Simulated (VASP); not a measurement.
# SiW6 in VASP: further runs

Runs on SiW6. Level: PBE+D3(BJ). Tasks: single point.

Program: VASP 6.6.1. These are calculated values, not measurements. Logs are shortened: lines on timing, memory, paths and dates and some standing lists are left out, and cuts for length are marked.

## Step 1: The cell of the first run

The cell holds a slab with vacuum, 7 atoms: a = 4.468 Å, b = 4.468 Å, c = 21.726 Å, α = 90.00°, β = 90.00°, γ = 120.00°.

## Step 2: Single point, PBE+D3(BJ)

Contents of INCAR:

```
  PREC = Accurate
  ENCUT = 520
  EDIFF = 1E-7
  ISMEAR = 0
  SIGMA = 0.1
  LREAL = F
  LASPH = T
  NELM = 60
  ALGO = Normal
  ISIF = 2
  LWAVE = F
  LCHARG = T
  LDIPOL = T
  IDIPOL = 3
  DIPOL = 0.5 0.5 0.316
  GGA = PE
  IVDW = 12
  LELF = T
  LVHAR = T
  LVACPOTAV = T
  NBANDS = 53
```

Contents of KPOINTS:

```
Automatic mesh
0
Gamma
  6 6 1
```

Contents of POSCAR:

```
SiW6
1.0
    4.4682526324      0.0000000000      0.0000000000
   -2.2341263162      3.8696202902      0.0000000000
    0.0000000000      0.0000000000     21.7259061349
W Si
6 1
Direct
    0.6666666667      0.3333333333      0.1841119986
    0.3333333333      0.6666666667      0.2260931360
    0.0000000000      0.0000000000      0.2680742733
    0.6666666667      0.3333333333      0.3070897866
    0.3333333333      0.6666666667      0.3466976876
    0.0000000000      0.0000000000      0.3832248047
    0.2222222222      0.4444444444      0.4982948038
```

Potentials or basis: VASP PAW PBE potentials, release 64 (W_sv, Si).

The run is started by

```bash
$ cat potpaw_PBE.64/W_sv/POTCAR potpaw_PBE.64/Si/POTCAR > POTCAR
$ mpirun -np 1 vasp_std > vasp.out
```

OUTCAR:

```text
PREC = Accurate
   ENCUT = 520
   EDIFF = 1E-7
   ISMEAR = 0
   LREAL = F
   LASPH = T
   NELM = 60
   ISIF = 2
   GGA = PE
   IVDW = 12
 IVDW          = 12

 ion  position               nearest neighbor table
   1  0.667  0.333  0.184-   4 2.67   2 2.74   2 2.74   2 2.74   3 3.16   3 3.16   3 3.16
   2  0.333  0.667  0.226-   5 2.62   3 2.74   3 2.74   3 2.74   1 2.74   1 2.74   1 2.74   4 3.12
                             4 3.12   4 3.12
   3  0.000  0.000  0.268-   6 2.50   4 2.72   4 2.72   4 2.72   2 2.74   2 2.74   2 2.74   5 3.09
                             5 3.09   5 3.09   1 3.16   1 3.16   1 3.16
   4  0.667  0.333  0.307-   1 2.67   3 2.72   3 2.72   3 2.72   5 2.72   5 2.72   5 2.72   6 3.06
                             6 3.06   6 3.06   2 3.12   2 3.12   2 3.12
   5  0.333  0.667  0.347-   2 2.62   6 2.70   6 2.70   6 2.70   4 2.72   4 2.72   4 2.72   3 3.09
                             3 3.09   3 3.09
   6  0.000  0.000  0.383-   3 2.50   5 2.70   5 2.70   5 2.70   7 3.03   4 3.06   4 3.06   4 3.06

   7  0.222  0.444  0.498-   6 3.03

  LATTYP: Found a hexagonal cell.
 ALAT       =     4.4682526324
 C/A-ratio  =     4.8622824004

  Lattice vectors:

 A1 = (   4.4682526324,   0.0000000000,   0.0000000000)
 A2 = (  -2.2341263162,   3.8696202902,   0.0000000000)
 A3 = (   0.0000000000,   0.0000000000,  21.7259061349)

Analysis of symmetry for initial positions (statically):
=====================================================================
 Subroutine PRICEL returns:
 Original cell was already a primitive cell.

 Routine SETGRP: Setting up the symmetry group for a
 hexagonal supercell.

 Subroutine GETGRP returns: Found  2 space group operations
 (whereof  2 operations were pure point group operations)
 out of a pool of 24 trial point group operations.

The static configuration has the point symmetry C_1h.

Analysis of symmetry for dynamics (positions and initial velocities):
=====================================================================
 Subroutine PRICEL returns:
 Original cell was already a primitive cell.

 Routine SETGRP: Setting up the symmetry group for a
 hexagonal supercell.

 Subroutine GETGRP returns: Found  2 space group operations
 (whereof  2 operations were pure point group operations)
 out of a pool of 24 trial point group operations.

The dynamic configuration has the point symmetry C_1h.

 Subroutine INISYM returns: Found  2 space group operations
 (whereof  2 operations are pure point group operations),
 and found     1 'primitive' translations

----------------------------------------------------------------------------------------

                                     Primitive cell

  volume of cell :     375.6505

  direct lattice vectors                    reciprocal lattice vectors
     4.468252632  0.000000000  0.000000000     0.223801133  0.129211644  0.000000000
    -2.234126316  3.869620290  0.000000000     0.000000000  0.258423288  0.000000000
     0.000000000  0.000000000 21.725906135     0.000000000  0.000000000  0.046028000

  length of vectors
     4.468252632  4.468252632 21.725906135     0.258423288  0.258423288  0.046028000

  position of ions in fractional coordinates (direct lattice)
     0.666666667  0.333333333  0.184111999
     0.333333333  0.666666667  0.226093136
     0.000000000  0.000000000  0.268074273
     0.666666667  0.333333333  0.307089787
     0.333333333  0.666666667  0.346697688
     0.000000000  0.000000000  0.383224805
     0.222222222  0.444444444  0.498294804

  ion indices of the primitive-cell ions
   primitive index   ion index
                 1           1
                 2           2
                 3           3
                 4           4
                 5           5
                 6           6
                 7           7

----------------------------------------------------------------------------------------

 KPOINTS: Automatic mesh

Automatic generation of k-mesh.
 Grid dimensions read from file:
 generate k-points for:    6    6    1

 Generating k-lattice:

  Cartesian coordinates                     Fractional coordinates (reciprocal lattice)
     0.037300189  0.021535274  0.000000000     0.166666667  0.000000000  0.000000000
     0.000000000  0.043070548  0.000000000     0.000000000  0.166666667  0.000000000
     0.000000000  0.000000000  0.046028000     0.000000000  0.000000000  1.000000000

  Length of vectors
     0.043070548  0.043070548  0.046028000

  Shift w.r.t. Gamma in fractional coordinates (k-lattice)
     0.000000000  0.000000000  0.000000000

 Subroutine IBZKPT returns following result:
 ===========================================

 Found     13 irreducible k-points:

 Following reciprocal coordinates:
            Coordinates               Weight
  0.000000  0.000000  0.000000      1.000000
  0.166667 -0.000000  0.000000      4.000000
  0.000000  0.166667  0.000000      2.000000
  0.333333 -0.000000  0.000000      4.000000
  0.000000  0.333333  0.000000      2.000000
  0.500000 -0.000000  0.000000      2.000000
  0.000000  0.500000  0.000000      1.000000
  0.166667  0.166667  0.000000      4.000000
 -0.333333  0.166667  0.000000      2.000000
  0.333333  0.166667  0.000000      4.000000
 -0.166667  0.500000  0.000000      4.000000
  0.500000  0.333333  0.000000      4.000000
  0.333333  0.333333  0.000000      2.000000
   k-points           NKPTS =     13   k-points in BZ     NKDIM =     13   number of bands    NBANDS=     53
   number of dos      NEDOS =    301   number of ions     NIONS =      7
   total plane-waves  NPLWV = 209952
   dimension x,y,z NGX =    36 NGY =   36 NGZ =  162
   dimension x,y,z NGXF=    72 NGYF=   72 NGZF=  324
   ions per type =               6   1
   NGX,Y,Z   is equivalent  to a cutoff of  13.39, 13.39, 12.40 a.u.
   NGXF,Y,Z  is equivalent  to a cutoff of  26.79, 26.79, 24.79 a.u.
 SYSTEM =  unknown system
   PREC   = accura    normal or accurate (medium, high low for compatibility)
   ISTART =      0    job   : 0-new  1-cont  2-samecut
   ICHARG =      2    charge: 1-file 2-atom 10-const
   ISPIN  =      1    spin polarized calculation?
   LNONCOLLINEAR =      F non collinear calculations
   LSORBIT =      F    spin-orbit coupling
   LASPH  =      T    aspherical Exc in radial PAW
   ENCUT  =  520.0 eV  38.22 Ry    6.18 a.u.   8.31  8.31 40.40*2*pi/ulx,y,z
   NELM   =     60;   NELMIN=  2; NELMDL= -5     # of ELM steps
   EDIFF  = 0.1E-06   stopping-criterion for ELM
   LREAL  =      F    real-space projection
   EDIFFG = 0.1E-05   stopping-criterion for IOM
   NSW    =      0    number of steps for IOM
   IBRION =     -1    ionic relax: 0-MD 1-quasi-New 2-CG
   NFREE  =      0    steps in history (QN), initial steepest desc. (CG)
   ISIF   =      2    stress and relaxation
   ISYM   =      2    0-nonsym 1-usesym 2-fastsym
   POTIM  = 0.5000    time-step for ionic-motion
   TEBEG  =    0.0;   TEEND  =   0.0 temperature during run
   PSTRESS=    0.0 pullay stress
   NELECT =      88.0000    total number of electrons
   NUPDOWN=      -1.0000    fix difference up-down
   EMIN   =  10.00;   EMAX   =-10.00  energy-range for DOS
   EFERMI =   0.00;   METHOD = LEGACY
   ISMEAR =     0;   SIGMA  =   0.10  broadening in eV -4-tet -1-fermi 0-gaus
   EFERMI_NEDOS =   21; number of points for ismear=-14 and -15
   IALGO  =     38    algorithm
   IMIX   =      4    mixing-type and parameters
     AMIX     =   0.40;   BMIX     =  1.00
     AMIX_MAG =   1.60;   BMIX_MAG =  1.00
  volume/ion in A,a.u.               =      53.66       362.14
  Fermi-wavevector in a.u.,A,eV,Ry     =   1.009193  1.907099 13.857143  1.018471
  Thomas-Fermi vector in A             =   2.142107
   LORBIT       =      0    0 simple, 1 ext, 2 COOP (PROOUT), +10 PAW based schemes
   GGA     = PE    functional components
   LHFCALC =     F    Hartree Fock is set to
   AEXX    =    0.0000 exact exchange contribution
   IVDW    =    12    specifies the selected vdW correction
   LEPSILON=     F    determine dielectric tensor
   LRPA    =     F    only Hartree local field effects (RPA)
 non-spin polarized calculation
 Gauss-broadening in eV      SIGMA  =   0.10
  energy-cutoff  :      520.00
  volume of cell :      375.65
 maximum number of plane-waves:     10145
 NGX is ok and might be reduce to    36
   NGX = 17   NGY = 17   NGZ = 81

 dipolmoment           0.000000      0.000000     -0.332650 electrons x Angstroem

 number of electron      88.0000002 magnetization

 dipolmoment           0.000000      0.000000      0.084190 electrons x Angstroem

 Free energy of the ion-electron system (eV)
  ---------------------------------------------------
  ext. energy  EPLUGINS =         0.00000000
  ---------------------------------------------------
  free energy    TOTEN  =       -73.31854872 eV

  energy without entropy =      -73.27613049  energy(sigma->0) =      -73.29733961

 E-fermi :   0.2375     XC(G=0):  -5.2747

 val. band max:        0.2119774369   @ k =  -0.3333   0.1667   0.0000
 cond. band min:       0.2397623527   @ k =   0.1667   0.1667   0.0000
 fundamental gap:      0.0277849158
 Fermi energy:         0.2375332283

 k-point     1 :       0.0000    0.0000    0.0000
  band No.  band energies     occupation
      1     -73.7719      2.00000
      2     -73.6541      2.00000
      3     -73.6386      2.00000
      4     -73.5538      2.00000
      5     -73.4613      2.00000
      6     -73.3963      2.00000
[... 45 lines left out ...]
     52       2.7092      0.00000
     53       2.7424      0.00000

 k-point     2 :       0.1667   -0.0000    0.0000
  band No.  band energies     occupation
      1     -73.7631      2.00000
      2     -73.6593      2.00000
      3     -73.6367      2.00000
      4     -73.5496      2.00000
      5     -73.4675      2.00000
      6     -73.4001      2.00000
[... 45 lines left out ...]
     52       2.4974      0.00000
     53       2.6876      0.00000
[... 558 lines left out ...]
     52       2.2231      0.00000
     53       2.4205      0.00000

 k-point    13 :       0.3333    0.3333    0.0000
  band No.  band energies     occupation
      1     -73.7177      2.00000
      2     -73.6905      2.00000
      3     -73.6303      2.00000
      4     -73.5220      2.00000
      5     -73.5025      2.00000
      6     -73.4142      2.00000
[... 45 lines left out ...]
     52       1.9254      0.00000
     53       2.1575      0.00000

------------------------ aborting loop because EDIFF is reached ----------------------------------------

 Edisp (eV)   -2.86007

 E8    (eV) :    -1.5006

  FORCE on cell =-STRESS in cart. coord.  units (eV):
  Direction    XX          YY          ZZ          XY          YZ          ZX
  --------------------------------------------------------------------------------------
  -------------------------------------------------------------------------------------
  Total      -7.79057    -8.55628    -7.73051     0.00000     0.07229     0.00000
  in kB     -33.22738   -36.49318   -32.97118     0.00000     0.30834     0.00000
  external pressure =      -34.23 kB  Pullay stress =        0.00 kB

 VOLUME and BASIS-vectors are now :
 -----------------------------------------------------------------------------
  energy-cutoff  :      520.00
  volume of cell :      375.65
      direct lattice vectors                 reciprocal lattice vectors
     4.468252632  0.000000000  0.000000000     0.223801133  0.129211644  0.000000000
    -2.234126316  3.869620290  0.000000000     0.000000000  0.258423288  0.000000000
     0.000000000  0.000000000 21.725906135     0.000000000  0.000000000  0.046028000

 POSITION                                       TOTAL-FORCE (eV/Angst)
 -----------------------------------------------------------------------------------
      2.23413      1.28987      4.00000         0.000000      0.076581      2.112136
     -0.00000      2.57975      4.91208         0.000000     -0.055986     -0.841238
      0.00000      0.00000      5.82416         0.000000      0.091266     -1.720547
      2.23413      1.28987      6.67180        -0.000000     -0.329804     -0.373286
     -0.00000      2.57975      7.53232         0.000000     -0.339089      1.220873
      0.00000      0.00000      8.32591         0.000000      0.706492      1.731678
      0.00000      1.71983     10.82591         0.000000     -0.149459     -2.129616
 -----------------------------------------------------------------------------------
    total drift:                               -0.000000      0.000085     -0.000102

  FREE ENERGIE OF THE ION-ELECTRON SYSTEM (eV)
  ---------------------------------------------------
  free  energy   TOTEN  =       -76.1786146003 eV

  energy  without entropy=      -76.1361963744  energy(sigma->0) =      -76.15740549

 vacuum level on the upper side and lower side of the slab         5.040         4.159
```

Run time: 6.4 min. Hardware: 1 thread of Intel Xeon 6975P-C (Granite Rapids), shared host; peak memory 0.59 GiB.

What came out:

```yaml
Free_energy: -76.1786 eV
Largest_force: 2.135 eV/Å
Band_gap_on_the_k_mesh: zero (band 44 reaches 0.33 eV, above the bottom of band 45 at -0.06 eV)
Dispersion_energy_per_atom: -0.409 eV
```

Forces in eV/Å, atoms in the order of the input:
```
W    0.000  0.077  2.112
W    0.000 -0.056 -0.841
W    0.000  0.091 -1.721
W    0.000 -0.330 -0.373
W    0.000 -0.339  1.221
W    0.000  0.706  1.732
Si   0.000 -0.149 -2.130
```

Levels at points of the mesh, in eV from the Fermi level:
| k point | band 41 | band 42 | band 43 | band 44 | band 45 | band 46 | band 47 | band 48 |
| --- | --- | --- | --- | --- | --- | --- | --- | --- |
| (0.00, 0.00, 0.00) | -1.10 | -1.08 | -0.87 | -0.44 | 0.78 | 1.37 | 1.58 | 1.63 |
| (0.50, 0.00, 0.00) | -0.96 | -0.64 | -0.29 | 0.09 | 0.25 | 0.32 | 0.76 | 1.19 |
| (0.00, 0.50, 0.00) | -1.19 | -0.76 | -0.33 | 0.04 | 0.12 | 0.25 | 0.72 | 1.40 |

Caveat: spin-orbit coupling is left out, which moves the levels of the heavy elements.

## Step 3: Single point, PBE+D3(BJ)

Contents of INCAR:

```
SYSTEM = SiW6
PREC = Accurate
ENCUT = 520
EDIFF = 1E-6
ISMEAR = 0
SIGMA = 0.1
LREAL = .FALSE.
LASPH = .TRUE.
NELM = 60
ALGO = Normal
ISIF = 2
LWAVE = .FALSE.
LCHARG = .TRUE.
LDIPOL = .TRUE.
IDIPOL = 3
DIPOL = 0.5 0.5 0.316
GGA = PE
IVDW = 12
LELF = .TRUE.
LVHAR = .TRUE.
LVACPOTAV = .TRUE.
NBANDS = 53
```

Contents of KPOINTS:

```
regular mesh
0
G
  6 6 1
  0 0 0
```

POSCAR: that of step 2 with these lines changed.

```diff
@@ -14,2 +14,2 @@
     0.0000000000      0.0000000000      0.3832248047
-    0.2222222222      0.4444444444      0.4982948038
+    0.4444444444      0.2222222222      0.4982948038
```

Potentials or basis: VASP PAW PBE potentials, release 64 (W_sv, Si).

The run is started by

```bash
$ cat potpaw_PBE.64/W_sv/POTCAR potpaw_PBE.64/Si/POTCAR > POTCAR
$ mpirun -np 1 vasp_std > vasp.out
```

Run time: 6.5 min. Hardware: 1 thread of Intel Xeon 6975P-C (Granite Rapids), shared host; peak memory 0.6 GiB.

It converged, with:

| Property | Result |
| --- | --- |
| Free energy | -75.9818 eV |
| Largest force | 2.167 eV/Å |
| Band gap on the k mesh | zero (band 44 reaches 0.42 eV, above the bottom of band 45 at 0.32 eV) |
| Dispersion energy per atom | -0.410 eV |

Forces in eV/Å, atoms in the order of the input:
```
W   -0.055 -0.032  2.030
W   -0.067 -0.039 -0.635
W    0.245  0.141 -1.988
W    0.013  0.007  0.058
W   -0.113 -0.065  0.902
W    0.354  0.204  1.756
Si  -0.375 -0.217 -2.123
```

Levels at points of the mesh, in eV from the Fermi level:
```
           k point  band 42  band 43  band 44  band 45  band 46  band 47
(0.00, 0.00, 0.00)    -1.10    -0.89    -0.44     0.77     1.28     1.44
(0.50, 0.00, 0.00)    -0.80    -0.26     0.07     0.08     0.21     0.73
(0.00, 0.50, 0.00)    -0.74    -0.18    -0.02     0.21     0.29     0.78
```

Caveat: spin-orbit coupling is left out, which moves the levels of the heavy elements.

## Step 4: Single point, PBE+D3(BJ)

Contents of INCAR:

```
PREC = Accurate
ENCUT = 520
EDIFF = 1E-6
ISMEAR = 0
SIGMA = 0.1
LREAL = False
LASPH = True
NELM = 60
ALGO = Normal
ISIF = 2
LWAVE = False
LCHARG = False
LDIPOL = True
IDIPOL = 3
DIPOL = 0.5 0.5 0.316
GGA = PE
IVDW = 12
NBANDS = 53
```

Contents of KPOINTS:

```
Automatic mesh
0
Gamma
  6 6 1
```

POSCAR: that of step 3 with these lines changed.

```diff
@@ -14,2 +14,2 @@
     0.0000000000      0.0000000000      0.3832248047
-    0.4444444444      0.2222222222      0.4982948038
+    0.4444444444      0.8888888889      0.4982948038
```

The run is started by

```bash
$ cat potpaw_PBE.64/W_sv/POTCAR potpaw_PBE.64/Si/POTCAR > POTCAR
$ mpirun -np 1 vasp_std > vasp.out
```

It took 6.1 min on 1 thread of Intel Xeon 6975P-C (Granite Rapids), shared host; peak memory 0.58 GiB.

It converged, with:

```
Free energy                : -76.0947 eV
Largest force              : 2.188 eV/Å
Band gap on the k mesh     : zero (band 44 reaches 0.33 eV, above the bottom of band 45 at 0.06 eV)
Dispersion energy per atom : -0.410 eV
```

Forces in eV/Å, atoms in the order of the input:
```
W    0.000 -0.113  2.105
W    0.000  0.064 -0.873
W    0.000  0.021 -1.592
W    0.000  0.240 -0.309
W    0.000  0.199  1.334
W    0.000 -0.314  1.520
Si   0.000 -0.095 -2.186
```

Levels at points of the mesh, in eV from the Fermi level:
```csv
k point,band 40,band 41,band 42,band 43,band 44,band 45,band 46,band 47,band 48,band 49
"(0.00, 0.00, 0.00)",-1.22,-1.09,-1.06,-0.80,-0.42,0.72,1.20,1.54,1.64,1.65
"(0.50, 0.00, 0.00)",-1.34,-1.08,-0.74,-0.35,0.07,0.19,0.27,0.82,1.24,1.41
"(0.00, 0.50, 0.00)",-1.34,-0.94,-0.58,-0.17,0.00,0.27,0.42,0.68,0.98,1.50
```

Caveat: spin-orbit coupling is left out, which moves the levels of the heavy elements.
